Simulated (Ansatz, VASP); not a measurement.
## One calculation of Os, two programs

Contents of INCAR:

```
PREC = Accurate
ENCUT = 520
EDIFF = 1E-6
ISMEAR = -1
SIGMA = 0.05
LREAL = False
LASPH = True
NELM = 80
ALGO = Normal
ISIF = 2
LWAVE = False
LCHARG = False
GGA = CA
NBANDS = 15
```

Contents of KPOINTS:

```
Automatic mesh
0
Gamma
  13 13 7
```

The input POSCAR:

```
Os
1.0
    2.7305981567      0.0000000000      0.0000000000
   -1.3652990784      2.3647673712      0.0000000000
    0.0000000000      0.0000000000      4.4235690139
Os
2
Direct
    0.3133333333      0.6566666667      0.2350000000
    0.6866666667      0.3433333333      0.7650000000
```

Input for Ansatz:

```yaml
crystal:
  lattice:
    - [2.7305981567, 0.0, 0.0]
    - [-1.3652990784, 2.3647673712, 0.0]
    - [0.0, 0.0, 4.4235690139]
  atoms:
    - { symbol: Os, position: [0.3133333333, 0.6566666667, 0.235] }
    - { symbol: Os, position: [0.6866666667, 0.3433333333, 0.765] }
kpoints:
  mp_grid: { grid: [13, 13, 7] }
scf:
  occupations: { method: fermi_dirac, width: 0.05 }
hamiltonian:
  xc: lda
  pseudopotentials: { kind: all_electron, lapw: { basis_error: 0.001 } }
output:
  forces: true
  stress: true
  eigenvalues: true
  populations: true
```

Change from the starting cell: shortest bond scaled by 0.94, LAPW.

Alike in both runs: task single point; functional LDA; k mesh 13 × 13 × 7; occupations fermi-dirac, width 0.05 eV; no spin polarisation.

|  | VASP | Ansatz |
| --- | --- | --- |
| version | VASP 6.6.1 | Ansatz 0.2.0 |
| potentials or method | VASP PAW LDA potentials, release 64 (Os), cutoff 520 eV | all-electron LAPW, scalar-relativistic |

|  | VASP | Ansatz | Ansatz less VASP |
| --- | --- | --- | --- |
| pressure (GPa) | -12.2 | -12.8 | -0.64 |
| traceless stress, the component that is largest in VASP (GPa) | -6.80 | -6.72 | +0.080 |
| rms of the force components (eV/Å) | 1.018 | 1.041 | +0.0230 |

LDA's correlation is that of Perdew and Zunger in VASP and of Perdew and Wang (1992) in Ansatz. Atom by atom the forces differ by 0.023 eV/Å (rms over components). Ansatz ran all-electron here, and VASP with PAW potentials.

Neither program's run includes spin-orbit coupling.
